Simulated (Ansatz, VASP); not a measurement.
## GdO in VASP and in Ansatz

The input INCAR:

```
  ALGO = Normal
  EDIFF = 1E-6
  ENCUT = 520
  GGA = PS
  GGA_COMPAT = F
  ISIF = 2
  ISMEAR = -1
  LASPH = T
  LCHARG = T
  LMAXMIX = 6
  LNONCOLLINEAR = T
  LORBIT = 11
  LORBMOM = T
  LREAL = F
  LSORBIT = T
  LVHAR = T
  LWAVE = F
  MAGMOM = 0 0 7 0 0 0
  NBANDS = 36
  NELM = 150
  PREC = Accurate
  SIGMA = 0.05
```

File KPOINTS:

```
k-points
0
Gamma
  7 7 7
```

Contents of POSCAR:

```
GdO
1.0
    0.0000000000      2.7000000000      2.7000000000
    2.7000000000      0.0000000000      2.7000000000
    2.7000000000      2.7000000000      0.0000000000
Gd O
1 1
Direct
    0.0000000000      0.0000000000      0.0000000000
    0.7500000000      0.7500000000      0.7500000000
```

File input.yaml:

```yaml
crystal:
  lattice:
    - [0.0, 2.7, 2.7]
    - [2.7, 0.0, 2.7]
    - [2.7, 2.7, 0.0]
  atoms:
    - { symbol: Gd, position: [0.0, 0.0, 0.0], spin: 7.0, spin_axis: [0.0, 0.0, 1.0] }
    - { symbol: O, position: [0.75, 0.75, 0.75] }
kpoints:
  mp_grid: { grid: [7, 7, 7] }
  band_path:
    path:
      - [0.0, 0.0, 0.0]
      - [0.5, 0.0, 0.5]
      - [0.5, 0.25, 0.75]
      - [0.375, 0.375, 0.75]
      - [0.0, 0.0, 0.0]
      - [0.5, 0.5, 0.5]
      - [0.625, 0.25, 0.625]
      - [0.5, 0.25, 0.75]
    npoints: 10
scf:
  occupations: { method: fermi_dirac, width: 0.05 }
hamiltonian:
  xc: pbesol
  pseudopotentials: { kind: all_electron, lapw: { basis_error: 0.001 } }
magnetization:
  noncollinear: true
  spin_orbit: true
output:
  forces: true
  stress: true
  eigenvalues: true
```

Alike in both runs: functional PBEsol; k mesh 7 × 7 × 7; occupations fermi-dirac, width 0.05 eV; non-collinear spin, spin-orbit coupling.

|  | VASP | Ansatz |
| --- | --- | --- |
| version | VASP 6.6.1 | Ansatz 0.2.0 |
| potentials or method | VASP PAW PBE potentials, release 64 (Gd, O), cutoff 520 eV | all-electron LAPW, relativistic spinors |
| task | single point | band structure |

```tsv
	VASP	Ansatz	Ansatz less VASP
pressure (GPa)	-4.3	-4.5	-0.22
net moment per atom (μB)	3.72	3.72	+0.004
```

VASP's potentials were made for PBE, not for PBEsol. Ansatz ran all-electron here, and VASP with PAW potentials.

Noted on Ansatz's run: the k mesh is thin for a metal, which can move the energy by tens of meV per atom; the magnetic state may not be the lowest; the open f shell may have settled in a state that isn't the lowest.
